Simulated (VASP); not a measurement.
Crystal: RbBr.

```xyz
2
Lattice="0.0000 3.4319 3.4319 3.4319 0.0000 3.4319 3.4319 3.4319 0.0000" Properties=species:S:1:pos:R:3 pbc="T T T"
Rb    0.0000    0.0000    0.0000
Br    3.4319    3.4319    3.4319
```

* Program: VASP 6.6.1
* Task: relaxation of cell and atoms
* Functional: PBE
* Potentials or basis: VASP PAW PBE potentials, release 64 (Rb_sv, Br)
* Cutoff: 600 eV
* k mesh: 6 × 6 × 6
* Occupations: fermi-dirac, width 0.02 eV
* Spin: no spin polarisation

At the start: pressure 1.0 GPa; volume 40.42 Å³/atom.

Where does the relaxation end?

Over 5 steps the energy falls by 8.0 meV/atom and the volume is 43.25 Å³/atom (+7.0 %); space group Fm-3m (No. 225, to 0.1 Å) before and after.

The path:
| step | energy change (eV) | largest force (eV/Å) | pressure (GPa) | volume (Å³) |
| --- | --- | --- | --- | --- |
| 1 | 0.0000 | 0.0000 | 0.96 | 80.84 |
| 2 | -0.0122 | 0.0000 | 0.45 | 83.70 |
| 3 | -0.0131 | 0.0000 | -0.34 | 89.28 |
| 4 | -0.0160 | 0.0000 | -0.04 | 86.76 |
| 5 | -0.0160 | 0.0000 | 0.01 | 86.50 |

Final structure:
```
Rb Br
1.0
     0.00000    3.51018    3.51018
     3.51018    0.00000    3.51018
     3.51018    3.51018    0.00000
Rb Br
1 1
Direct
  0.00000 0.00000 0.00000
  0.50000 0.50000 0.50000
```
